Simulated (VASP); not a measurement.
A run of VASP 6.6.1:

File INCAR:

```
SYSTEM = WSe2
PREC = Accurate ; ENCUT = 520
EDIFF = 1E-8 ; ISMEAR = -1
SIGMA = 0.08 ; LREAL = .FALSE.
LASPH = .TRUE. ; NELM = 80
ALGO = Normal ; ISIF = 2
LWAVE = .FALSE. ; LCHARG = .FALSE.
GGA = PS ; LEFG = .TRUE.
NBANDS = 35
```

The input KPOINTS:

```
Automatic mesh
0
G
  11 11 3
  0 0 0
```

Contents of POSCAR:

```
WSe2
1.0
    3.2789950290      0.0000000000      0.0000000000
   -1.6394975145      2.8396929940      0.0000000000
    0.0000000000      0.0000000000     12.9266217496
W Se
2 4
Direct
    0.3333333333      0.6666666667      0.2500000000
    0.6666666667      0.3333333333      0.7500000000
    0.3333333333      0.6666666667      0.6210000000
    0.6666666667      0.3333333333      0.1210000000
    0.3333333333      0.6666666667      0.8790000000
    0.6666666667      0.3333333333      0.3790000000
```

Potentials or basis: VASP PAW PBE potentials, release 64 (W_sv, Se).

Run with:

```console
$ cat potpaw_PBE.64/W_sv/POTCAR potpaw_PBE.64/Se/POTCAR > POTCAR
$ mpirun -np 1 vasp_std > vasp.out
```

Hardware: 1 thread of Intel(R) Xeon(R) Platinum 8259CL CPU @ 2.50GHz (Skylake/Cascade Lake), with other jobs on the host.

Q: How long does it take, and how much memory?

A: It took 120 s on 1 thread of Intel(R) Xeon(R) Platinum 8259CL CPU @ 2.50GHz (Skylake/Cascade Lake) (shared host), peak memory 0.29 GiB. Counts: scf iterations 17, k points 32.
